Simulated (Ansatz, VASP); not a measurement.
**One calculation of Sn4Bi2O, two programs**

```
CELL_PARAMETERS angstrom
5.15278 0.00000 0.00000
-2.57639 4.46244 0.00000
0.00000 0.00000 9.38051
ATOMIC_POSITIONS crystal
Sn 0.33333 0.66667 0.83620
Sn 0.33333 0.66667 0.16380
Sn 0.66667 0.33333 0.16380
Sn 0.66667 0.33333 0.83620
Bi 0.33333 0.66667 0.50000
Bi 0.66667 0.33333 0.50000
O 0.00000 0.00000 0.50000
```

Alike in both runs: functional PBE; k mesh 12 × 12 × 4; occupations gaussian, width 0.1 eV; no spin polarisation.

Ansatz relaxed the structure, and its values are those at the end. VASP's run is a single point on that final structure, the one shown.

```csv
,VASP,Ansatz
version,VASP 6.6.1,Ansatz 0.2.0
potentials or method,"VASP PAW PBE potentials, release 64 (Sn_d, Bi_d, O), cutoff 520 eV","scalar-relativistic, plane waves, PAW"
valence electrons in the cell,92,92
```

VASP gave:

```
gap on the k mesh at the Fermi level (eV) : none
pressure (GPa)                            : -0.1
```

Problem. What did Ansatz give for the same quantities?

Solution. gap on the k mesh at the Fermi level (eV): none; pressure (GPa): 0.0.

A gap of «none» marks a metal or a gap that the smearing closes.

Spin-orbit coupling is off throughout.
